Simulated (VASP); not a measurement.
A run of VASP 6.6.1:

File INCAR:

```
SYSTEM = ZnPt
ALGO     = Normal         ! electronic algorithm
EDIFF    = 1E-7           ! SCF threshold, eV
ENCUT    = 520            ! plane-wave cutoff, eV
GGA      = CA             ! functional
ISIF     = 2              ! what is computed and relaxed
ISMEAR   = -1             ! smearing method
LASPH    = .TRUE.         ! aspherical terms in the spheres
LCHARG   = .FALSE.        ! write CHGCAR
LREAL    = .FALSE.        ! projectors in reciprocal space
LWAVE    = .FALSE.        ! write WAVECAR
NBANDS   = 18             ! bands
NELM     = 100            ! most SCF steps
PREC     = Accurate       ! precision mode
SIGMA    = 0.1            ! smearing width, eV
```

File KPOINTS:

```
k-points
0
G
  10 10 8
  0 0 0
```

The input POSCAR:

```
ZnPt
1.0
    2.9016885325      0.0000000000      0.0000000000
    0.0000000000      2.9016885325      0.0000000000
    0.0000000000      0.0000000000      3.5561895074
Zn Pt
1 1
Direct
    0.5000000000      0.5000000000      0.5000000000
    0.0000000000      0.0000000000      0.0000000000
```

Potentials or basis: VASP PAW LDA potentials, release 64 (Zn, Pt).

Run with:

```console
$ cat potpaw_LDA.64/Zn/POTCAR potpaw_LDA.64/Pt/POTCAR > POTCAR
$ mpirun -np 1 vasp_std > vasp.out
```

Hardware: 1 thread of Intel Xeon 8259CL, on a shared host.

Problem. Estimate the wall time of this run.

Solution. It took 46 s on 1 thread of Intel Xeon 8259CL, with other jobs on the host, peak memory 0.18 GiB. Counts: scf iterations 12, k points 105.
